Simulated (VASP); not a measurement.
# SnSe (CsCl type) (Pm-3m) in VASP: single point with PBEsol

Aim: the single point of SnSe (CsCl type) with PBEsol.

All numbers are computed with VASP 6.6.1; they aren't measurements. Logs are shortened: lines on timing, memory, paths and dates and some standing lists are left out, and cuts for length are marked.

**1. The cell of the first run**

The structure is cubic, space group Pm-3m (No. 221). Conventional cell: a = 3.517 Å, b = 3.517 Å, c = 3.517 Å, α = 90.00°, β = 90.00°, γ = 90.00°. Sn (site symmetry m-3m) has 8 Se at 3.05 Å and 6 Sn at 3.52 Å within 4.0 Å. Se (site symmetry m-3m) has 8 Sn at 3.05 Å and 6 Se at 3.52 Å within 4.0 Å.

**2. Single point, PBEsol (volume scaled by 1.35)**

INCAR reads:

```
SYSTEM = SnSe
PREC = Accurate ; ENCUT = 520
EDIFF = 1E-6 ; ISMEAR = 0
SIGMA = 0.1 ; LREAL = .FALSE.
LASPH = .TRUE. ; NELM = 100
ALGO = Normal ; ISIF = 2
LWAVE = .FALSE. ; LCHARG = .FALSE.
GGA = PS ; NBANDS = 17
```

KPOINTS reads:

```
regular mesh
0
G
  20 20 20
  0 0 0
```

POSCAR reads:

```
SnSe
1.0
    3.5168869895      0.0000000000      0.0000000000
    0.0000000000      3.5168869895      0.0000000000
    0.0000000000      0.0000000000      3.5168869895
Sn Se
1 1
Direct
    0.0000000000      0.0000000000      0.0000000000
    0.5000000000      0.5000000000      0.5000000000
```

Potentials or basis: VASP PAW PBE potentials, release 64 (Sn_d, Se).

Run with:

```bash
$ cat potpaw_PBE.64/Sn_d/POTCAR potpaw_PBE.64/Se/POTCAR > POTCAR
$ mpirun -np 1 vasp_std > vasp.out
```

OUTCAR:

```text
SYSTEM = SnSe
   PREC = Accurate
   ENCUT = 520
   EDIFF = 1E-6
   ISMEAR = 0
   LREAL = .FALSE.
   LASPH = .TRUE.
   NELM = 100
   ISIF = 2
   GGA = PS

 ion  position               nearest neighbor table
   1  0.000  0.000  0.000-   2 3.05   2 3.05   2 3.05   2 3.05   2 3.05   2 3.05   2 3.05   2 3.05

   2  0.500  0.500  0.500-   1 3.05   1 3.05   1 3.05   1 3.05   1 3.05   1 3.05   1 3.05   1 3.05

  LATTYP: Found a simple cubic cell.
 ALAT       =     3.5168869895

  Lattice vectors:

 A1 = (   3.5168869895,   0.0000000000,   0.0000000000)
 A2 = (   0.0000000000,   3.5168869895,   0.0000000000)
 A3 = (   0.0000000000,   0.0000000000,   3.5168869895)

Analysis of symmetry for initial positions (statically):
=====================================================================
 Subroutine PRICEL returns:
 Original cell was already a primitive cell.

 Routine SETGRP: Setting up the symmetry group for a
 simple cubic supercell.

 Subroutine GETGRP returns: Found 48 space group operations
 (whereof 48 operations were pure point group operations)
 out of a pool of 48 trial point group operations.

The static configuration has the point symmetry O_h .

Analysis of symmetry for dynamics (positions and initial velocities):
=====================================================================
 Subroutine PRICEL returns:
 Original cell was already a primitive cell.

 Routine SETGRP: Setting up the symmetry group for a
 simple cubic supercell.

 Subroutine GETGRP returns: Found 48 space group operations
 (whereof 48 operations were pure point group operations)
 out of a pool of 48 trial point group operations.

The dynamic configuration has the point symmetry O_h .

 Subroutine INISYM returns: Found 48 space group operations
 (whereof 48 operations are pure point group operations),
 and found     1 'primitive' translations

----------------------------------------------------------------------------------------

                                     Primitive cell

  volume of cell :      43.4986

  direct lattice vectors                    reciprocal lattice vectors
     3.516886990  0.000000000  0.000000000     0.284342375  0.000000000  0.000000000
     0.000000000  3.516886990  0.000000000     0.000000000  0.284342375  0.000000000
     0.000000000  0.000000000  3.516886990     0.000000000  0.000000000  0.284342375

  length of vectors
     3.516886990  3.516886990  3.516886990     0.284342375  0.284342375  0.284342375

  position of ions in fractional coordinates (direct lattice)
     0.000000000  0.000000000  0.000000000
     0.500000000  0.500000000  0.500000000

  ion indices of the primitive-cell ions
   primitive index   ion index
                 1           1
                 2           2

----------------------------------------------------------------------------------------

 KPOINTS: regular mesh

Automatic generation of k-mesh.
 Grid dimensions read from file:
 generate k-points for:   20   20   20

 Generating k-lattice:

  Cartesian coordinates                     Fractional coordinates (reciprocal lattice)
     0.014217119  0.000000000  0.000000000     0.050000000  0.000000000  0.000000000
     0.000000000  0.014217119  0.000000000     0.000000000  0.050000000  0.000000000
     0.000000000  0.000000000  0.014217119     0.000000000  0.000000000  0.050000000

  Length of vectors
     0.014217119  0.014217119  0.014217119

  Shift w.r.t. Gamma in fractional coordinates (k-lattice)
     0.000000000  0.000000000  0.000000000

 Subroutine IBZKPT returns following result:
 ===========================================

 Found    286 irreducible k-points:

 Following reciprocal coordinates:
            Coordinates               Weight
  0.000000  0.000000  0.000000      1.000000
  0.050000  0.000000  0.000000      6.000000
  0.100000  0.000000  0.000000      6.000000
  0.150000  0.000000  0.000000      6.000000
  0.200000  0.000000  0.000000      6.000000
  0.250000  0.000000  0.000000      6.000000
[... 16 lines left out ...]
  0.150000  0.100000  0.000000     24.000000
  0.200000  0.100000  0.000000     24.000000
 [... further k-points ...]
   k-points           NKPTS =    286   k-points in BZ     NKDIM =    286   number of bands    NBANDS=     17
   number of dos      NEDOS =    301   number of ions     NIONS =      2
   total plane-waves  NPLWV =  21952
   dimension x,y,z NGX =    28 NGY =   28 NGZ =   28
   dimension x,y,z NGXF=    56 NGYF=   56 NGZF=   56
   ions per type =               1   1
   NGX,Y,Z   is equivalent  to a cutoff of  13.24, 13.24, 13.24 a.u.
   NGXF,Y,Z  is equivalent  to a cutoff of  26.47, 26.47, 26.47 a.u.
 SYSTEM =  SnSe
   PREC   = accura    normal or accurate (medium, high low for compatibility)
   ISTART =      0    job   : 0-new  1-cont  2-samecut
   ICHARG =      2    charge: 1-file 2-atom 10-const
   ISPIN  =      1    spin polarized calculation?
   LNONCOLLINEAR =      F non collinear calculations
   LSORBIT =      F    spin-orbit coupling
   LASPH  =      T    aspherical Exc in radial PAW
   ENCUT  =  520.0 eV  38.22 Ry    6.18 a.u.   6.54  6.54  6.54*2*pi/ulx,y,z
   NELM   =    100;   NELMIN=  2; NELMDL= -5     # of ELM steps
   EDIFF  = 0.1E-05   stopping-criterion for ELM
   LREAL  =      F    real-space projection
   EDIFFG = 0.1E-04   stopping-criterion for IOM
   NSW    =      0    number of steps for IOM
   IBRION =     -1    ionic relax: 0-MD 1-quasi-New 2-CG
   NFREE  =      0    steps in history (QN), initial steepest desc. (CG)
   ISIF   =      2    stress and relaxation
   ISYM   =      2    0-nonsym 1-usesym 2-fastsym
   POTIM  = 0.5000    time-step for ionic-motion
   TEBEG  =    0.0;   TEEND  =   0.0 temperature during run
   PSTRESS=    0.0 pullay stress
   NELECT =      20.0000    total number of electrons
   NUPDOWN=      -1.0000    fix difference up-down
   EMIN   =  10.00;   EMAX   =-10.00  energy-range for DOS
   EFERMI =   0.00;   METHOD = LEGACY
   ISMEAR =     0;   SIGMA  =   0.10  broadening in eV -4-tet -1-fermi 0-gaus
   EFERMI_NEDOS =   21; number of points for ismear=-14 and -15
   IALGO  =     38    algorithm
   IMIX   =      4    mixing-type and parameters
     AMIX     =   0.40;   BMIX     =  1.00
     AMIX_MAG =   1.60;   BMIX_MAG =  1.00
  volume/ion in A,a.u.               =      21.75       146.77
  Fermi-wavevector in a.u.,A,eV,Ry     =   1.263552  2.387767 21.722564  1.596563
  Thomas-Fermi vector in A             =   2.396903
   LORBIT       =      0    0 simple, 1 ext, 2 COOP (PROOUT), +10 PAW based schemes
   GGA     = PS    functional components
   LHFCALC =     F    Hartree Fock is set to
   AEXX    =    0.0000 exact exchange contribution
   IVDW    =     0    specifies the selected vdW correction
   LEPSILON=     F    determine dielectric tensor
   LRPA    =     F    only Hartree local field effects (RPA)
 non-spin polarized calculation
 Gauss-broadening in eV      SIGMA  =   0.10
  energy-cutoff  :      520.00
  volume of cell :       43.50
 maximum number of plane-waves:      1208
 NGX is ok and might be reduce to    28
   NGX = 13   NGY = 13   NGZ = 13

 number of electron      20.0000006 magnetization

 Free energy of the ion-electron system (eV)
  ---------------------------------------------------
  ext. energy  EPLUGINS =         0.00000000
  ---------------------------------------------------
  free energy    TOTEN  =        -8.51526094 eV

  energy without entropy =       -8.50945176  energy(sigma->0) =       -8.51235635

 E-fermi :   7.8208     XC(G=0): -10.9710

 val. band max:        7.8140602395   @ k =   0.3500   0.1500   0.1000
 cond. band min:       7.8251345440   @ k =   0.3500   0.1500   0.0000
 fundamental gap:      0.0110743045
 Fermi energy:         7.8207778815

 k-point     1 :       0.0000    0.0000    0.0000
  band No.  band energies     occupation
      1     -13.7408      2.00000
      2     -13.7408      2.00000
      3     -13.6264      2.00000
      4     -13.6264      2.00000
      5     -13.6264      2.00000
      6      -6.9997      2.00000
[... 9 lines left out ...]
     16      20.7891      0.00000
     17      20.7891      0.00000

 k-point     2 :       0.0500    0.0000    0.0000
  band No.  band energies     occupation
      1     -13.7407      2.00000
      2     -13.7385      2.00000
      3     -13.6272      2.00000
      4     -13.6272      2.00000
      5     -13.6263      2.00000
      6      -6.9770      2.00000
[... 9 lines left out ...]
     16      20.6387      0.00000
     17      20.6391      0.00000

 k-point     3 :       0.1000    0.0000    0.0000
  band No.  band energies     occupation
      1     -13.7403      2.00000
      2     -13.7317      2.00000
      3     -13.6296      2.00000
      4     -13.6296      2.00000
      5     -13.6261      2.00000
      6      -6.9092      2.00000
[... 9 lines left out ...]
     16      20.4179      0.00000
     17      20.4254      0.00000

 k-point     4 :       0.1500    0.0000    0.0000
  band No.  band energies     occupation
      1     -13.7397      2.00000
      2     -13.7211      2.00000
      3     -13.6334      2.00000
      4     -13.6334      2.00000
      5     -13.6257      2.00000
      6      -6.7985      2.00000
[... 9 lines left out ...]
     16      19.7168      0.00000
     17      20.3112      0.00000

 k-point     5 :       0.2000    0.0000    0.0000
  band No.  band energies     occupation
      1     -13.7390      2.00000
      2     -13.7078      2.00000
      3     -13.6382      2.00000
      4     -13.6382      2.00000
      5     -13.6253      2.00000
      6      -6.6488      2.00000
[... 9 lines left out ...]
     16      18.8323      0.00000
     17      20.3482      0.00000

 k-point     6 :       0.2500    0.0000    0.0000
  band No.  band energies     occupation
      1     -13.7381      2.00000
      2     -13.6930      2.00000
      3     -13.6435      2.00000
      4     -13.6435      2.00000
      5     -13.6249      2.00000
      6      -6.4667      2.00000
[... 9 lines left out ...]
     16      18.0065      0.00000
     17      20.5161      0.00000

 k-point     7 :       0.3000    0.0000    0.0000
  band No.  band energies     occupation
      1     -13.7373      2.00000
      2     -13.6783      2.00000
      3     -13.6488      2.00000
      4     -13.6488      2.00000
      5     -13.6244      2.00000
      6      -6.2628      2.00000
[... 9 lines left out ...]
     16      17.2446      0.00000
     17      20.7962      0.00000

 k-point     8 :       0.3500    0.0000    0.0000
  band No.  band energies     occupation
      1     -13.7365      2.00000
      2     -13.6650      2.00000
      3     -13.6536      2.00000
      4     -13.6536      2.00000
      5     -13.6240      2.00000
      6      -6.0537      2.00000
[... 9 lines left out ...]
     16      18.3722      0.00000
     17      21.2101      0.00000
[... 203 lines left out ...]
      1     -13.7342      2.00000
      2     -13.6588      2.00000
      3     -13.6572      2.00000
      4     -13.6536      2.00000
      5     -13.6244      2.00000
      6      -5.8441      2.00000
[... 9 lines left out ...]
     16      19.7738      0.00000
     17      20.6247      0.00000

 k-point    20 :       0.4500    0.0500    0.0000
  band No.  band energies     occupation
      1     -13.7338      2.00000
      2     -13.6612      2.00000
      3     -13.6596      2.00000
      4     -13.6467      2.00000
      5     -13.6242      2.00000
      6      -5.7084      2.00000
[... 9 lines left out ...]
     16      20.8559      0.00000
     17      21.1507      0.00000

 k-point    21 :       0.5000    0.0500    0.0000
  band No.  band energies     occupation
      1     -13.7337      2.00000
      2     -13.6621      2.00000
      3     -13.6604      2.00000
      4     -13.6444      2.00000
      5     -13.6241      2.00000
      6      -5.6583      2.00000
[... 9 lines left out ...]
     16      20.9501      0.00000
     17      22.0869      0.00000

 k-point    22 :       0.1000    0.1000    0.0000
  band No.  band energies     occupation
      1     -13.7355      2.00000
      2     -13.7268      2.00000
      3     -13.6332      2.00000
      4     -13.6296      2.00000
      5     -13.6290      2.00000
      6      -6.8190      2.00000
[... 9 lines left out ...]
     16      19.5112      0.00000
     17      19.5587      0.00000

 k-point    23 :       0.1500    0.1000    0.0000
  band No.  band energies     occupation
      1     -13.7337      2.00000
      2     -13.7174      2.00000
      3     -13.6373      2.00000
      4     -13.6331      2.00000
      5     -13.6289      2.00000
      6      -6.7089      2.00000
[... 9 lines left out ...]
     16      19.0976      0.00000
     17      19.2623      0.00000

 k-point    24 :       0.2000    0.1000    0.0000
  band No.  band energies     occupation
      1     -13.7326      2.00000
      2     -13.7044      2.00000
      3     -13.6424      2.00000
      4     -13.6378      2.00000
      5     -13.6285      2.00000
      6      -6.5601      2.00000
[... 9 lines left out ...]
     16      18.7152      0.00000
     17      19.1314      0.00000

 [... further k-points ...]
[... 5 lines left out ...]
  --------------------------------------------------------------------------------------
  -------------------------------------------------------------------------------------
  Total        1.2838833      1.2838833      1.2838833      0.0000000      0.0000000      0.0000000
  in kB       47.2890826     47.2890826     47.2890826      0.0000000      0.0000000      0.0000000
  external PRESSURE =      47.2890826 kB  Pullay stress =       0.0000000 kB

 VOLUME and BASIS-vectors are now :
 -----------------------------------------------------------------------------
  energy-cutoff  :      520.00
  volume of cell :       43.50
      direct lattice vectors                 reciprocal lattice vectors
     3.516886990  0.000000000  0.000000000     0.284342375  0.000000000  0.000000000
     0.000000000  3.516886990  0.000000000     0.000000000  0.284342375  0.000000000
     0.000000000  0.000000000  3.516886990     0.000000000  0.000000000  0.284342375

 POSITION                                       TOTAL-FORCE (eV/Angst)
 -----------------------------------------------------------------------------------
      0.00000      0.00000      0.00000         0.000000      0.000000      0.000000
      1.75844      1.75844      1.75844         0.000000      0.000000      0.000000
 -----------------------------------------------------------------------------------
    total drift:                               -0.000000      0.000000     -0.000000

  FREE ENERGIE OF THE ION-ELECTRON SYSTEM (eV)
  ---------------------------------------------------
  free  energy   TOTEN  =        -8.5152609369 eV

  energy  without entropy=       -8.5094517635  energy(sigma->0) =       -8.51235635
```

Run time: 2.3 min. Hardware: 1 thread of Intel Xeon Platinum 8259CL at 2.50GHz (Skylake/Cascade Lake), shared host; peak memory 0.33 GiB.

What came out:

```yaml
Free_energy: -8.5153 eV
Pressure: 4.7 GPa
Band_gap_on_the_k_mesh: zero (band 10 reaches 8.34 eV, above the bottom of band 11 at 6.15 eV)
```

Caveat: the PAW data sets were made with another functional, which shifts forces and pressure a little; spin-orbit coupling is left out, which moves the levels of the heavy elements.
